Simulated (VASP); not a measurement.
# HfO2 (Fm-3m) in VASP: a series of runs, part 2 of 2

VASP 6.6.1.

## (4) Single point, r2SCAN

POSCAR

```
HfO2
1.0
    0.0000000000      2.5489517052      2.5489517052
    2.5489517052      0.0000000000      2.5489517052
    2.5489517052      2.5489517052      0.0000000000
Hf O
1 2
Direct
    0.0000000000      0.0000000000      0.0000000000
    0.2500000000      0.2500000000      0.2500000000
    0.7500000000      0.7500000000      0.7500000000
```

INCAR.step1

```
SYSTEM = HfO2
  PREC = Accurate
  ENCUT = 660
  ISMEAR = -1
  SIGMA = 0.06122561905347299
  LREAL = .FALSE.
  LASPH = .TRUE.
  NELM = 120
  NBANDS = 18
  GGA = PE
  ALGO = Normal
  EDIFF = 1E-5
  LWAVE = .TRUE.
  LCHARG = .FALSE.
  GGA_COMPAT = .FALSE.
```

INCAR.step2

```
SYSTEM = HfO2
  PREC = Accurate
  ENCUT = 660
  EDIFF = 1E-6
  ISMEAR = -1
  SIGMA = 0.06122561905347299
  LREAL = .FALSE.
  LASPH = .TRUE.
  NELM = 120
  ALGO = Normal
  ISIF = 2
  LWAVE = .FALSE.
  LCHARG = .TRUE.
  METAGGA = R2SCAN
  LMIXTAU = .TRUE.
  LELF = .TRUE.
  LVHAR = .TRUE.
  NBANDS = 18
  ISTART = 1
  GGA_COMPAT = .FALSE.
```

KPOINTS

```
regular mesh
0
G
  4 4 4
  0 0 0
```

Started as:

```bash
$ cat potpaw_PBE.64/Hf_pv/POTCAR potpaw_PBE.64/O/POTCAR > POTCAR
$ cp INCAR.step1 INCAR
$ mpirun -np 1 vasp_std > vasp.out
$ cp INCAR.step2 INCAR
$ mpirun -np 1 vasp_std > vasp.out
```

It took 48 s on 1 thread of AMD EPYC 7R13 (Zen 3), shared host; peak memory 0.14 GiB.

The run converged. Its results:

```yaml
Free_energy: -68.5276 eV
Pressure: -10.1 GPa
Band_gap_on_the_k_mesh: 4.25 eV, direct
```

Levels at points of the mesh, in eV from the valence-band top:
```csv
k point,band 8,band 9,band 10,band 11,band 12,band 13,band 14,band 15
"(0.00, 0.00, 0.00)",-5.34,-0.63,-0.63,-0.63,4.36,4.36,6.33,10.78
"(0.50, 0.00, 0.00)",-3.04,-2.77,-1.87,-1.87,5.03,5.03,7.33,9.56
"(0.50, 0.50, 0.00)",-3.54,-1.52,-1.52,0.00,4.25,5.92,7.02,8.52
```

Caveat: the k points lie up to 0.53 Å⁻¹ apart; the PAW data sets were made with another functional, which shifts forces and pressure a little; spin-orbit coupling is left out, which moves the levels of the heavy elements. A k mesh can miss the band edges.
